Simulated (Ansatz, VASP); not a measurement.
**Sn2PbS3: VASP beside Ansatz**

```xyz
12
Lattice="2.0723 -5.9759 0.0000 2.0723 5.9759 0.0000 0.0000 0.0000 12.5164" Properties=species:S:1:pos:R:3 pbc="T T T"
Sn    2.0723    1.5622    7.3050
Sn    2.0723    1.5622   11.4696
Sn    2.0723   -1.5622    5.2114
Sn    2.0723   -1.5622    1.0468
Pb    2.0723    1.5107    3.1291
Pb    2.0723   -1.5107    9.3873
S     2.0723    4.2409    3.1291
S     2.0723    4.1499    7.2487
S     2.0723    4.1499   11.5259
S     2.0723   -4.1499    5.2677
S     2.0723   -4.2409    9.3873
S     2.0723   -4.1499    0.9905
```

Alike in both runs: task single point; functional PBE; k mesh 4 × 4 × 2; occupations gaussian, width 0.1 eV; no spin polarisation.

|  | VASP | Ansatz |
| --- | --- | --- |
| version | VASP 6.6.1 | Ansatz 0.2.0 |
| potentials or method | VASP PAW PBE potentials, release 64 (Sn_d, Pb_d, S), cutoff 520 eV | scalar-relativistic, plane waves, PAW |
| valence electrons in the cell | 120 | 120 |

```tsv
	VASP	Ansatz	Ansatz less VASP
gap on the k mesh at the Fermi level (eV)	0.45	0.46	+0.010
least direct gap on the mesh (eV)	0.45	0.46	+0.010
pressure (GPa)	-0.1	0.0	+0.06
traceless stress, the component that is largest in VASP (GPa)	-0.05	-0.07	-0.013
rms of the force components (eV/Å)	0.012	0.010	-0.0018
```

Atom by atom the forces differ by 0.002 eV/Å (rms over components).

Spin-orbit coupling is off throughout.
